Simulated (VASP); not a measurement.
## In4As4H16: single point with PBEsol

The system is In4As4H16, in a box.

```
CELL_PARAMETERS angstrom
15.80000 0.00000 0.00000
0.00000 14.70000 0.00000
0.00000 0.00000 15.00000
ATOMIC_POSITIONS crystal
In 0.37344 0.33449 0.42475
In 0.37346 0.57684 0.66222
In 0.63315 0.32044 0.67588
In 0.60821 0.55536 0.44578
As 0.49740 0.44631 0.36470
As 0.49740 0.63813 0.55260
As 0.31303 0.45617 0.54298
As 0.69226 0.44704 0.55191
H 0.42493 0.25191 0.48391
H 0.30096 0.33070 0.33939
H 0.45743 0.50820 0.29542
H 0.55013 0.39325 0.29793
H 0.42498 0.51646 0.74311
H 0.30095 0.66393 0.66591
H 0.45742 0.70879 0.49192
H 0.55012 0.70628 0.60457
H 0.57653 0.39825 0.73956
H 0.57674 0.25535 0.59954
H 0.73015 0.28154 0.71414
H 0.24739 0.40285 0.59524
H 0.24833 0.51010 0.49012
H 0.75441 0.40953 0.48372
H 0.75436 0.51664 0.58875
H 0.65681 0.62957 0.37299
```

```yaml
Program: VASP 6.6.1
Task: single point
Functional: PBEsol
Potentials_or_basis: VASP PAW PBE potentials, release 64 (In_d, As, H)
Cutoff: 520 eV
k_mesh: 1 × 1 × 1
Occupations: gaussian, width 0.05 eV
Spin: no spin polarisation
```

```
Largest force                   : 0.137 eV/Å
Gap between the frontier levels : 3.89 eV
```

Forces on the atoms (eV/Å):
```
In  -0.015 -0.009 -0.012
In  -0.011  0.009  0.021
In  -0.015 -0.020  0.004
In   0.012  0.012 -0.020
As  -0.035 -0.004  0.123
As  -0.017 -0.127  0.009
As   0.137  0.002 -0.009
As  -0.116 -0.028  0.027
H    0.003 -0.001  0.010
H    0.012  0.004  0.013
H   -0.032  0.054 -0.071
H    0.054 -0.049 -0.057
H    0.003 -0.008  0.002
H    0.012 -0.012 -0.002
H   -0.032  0.072 -0.053
H    0.054  0.059  0.051
H    0.012  0.001 -0.010
H    0.012  0.012  0.000
H   -0.013  0.009 -0.007
H   -0.068 -0.058  0.059
H   -0.085  0.057 -0.056
H    0.068 -0.034 -0.066
H    0.068  0.068  0.035
H   -0.006 -0.009  0.010
```

Levels at points of the mesh, in eV from the valence-band top:
| k point | band 42 | band 43 | band 44 | band 45 | band 46 | band 47 |
| --- | --- | --- | --- | --- | --- | --- |
| (0.00, 0.00, 0.00) | -0.38 | 0.00 | 0.00 | 3.89 | 4.05 | 4.07 |

Run time: 14 min on 1 thread of Intel(R) Xeon(R) Platinum 8259CL CPU @ 2.50GHz (Skylake/Cascade Lake), on a shared host, peak memory 2.2 GiB.

Caveat: the PAW data sets were made with another functional, which shifts forces and pressure a little; spin-orbit coupling is left out, which moves the levels of the heavy elements.
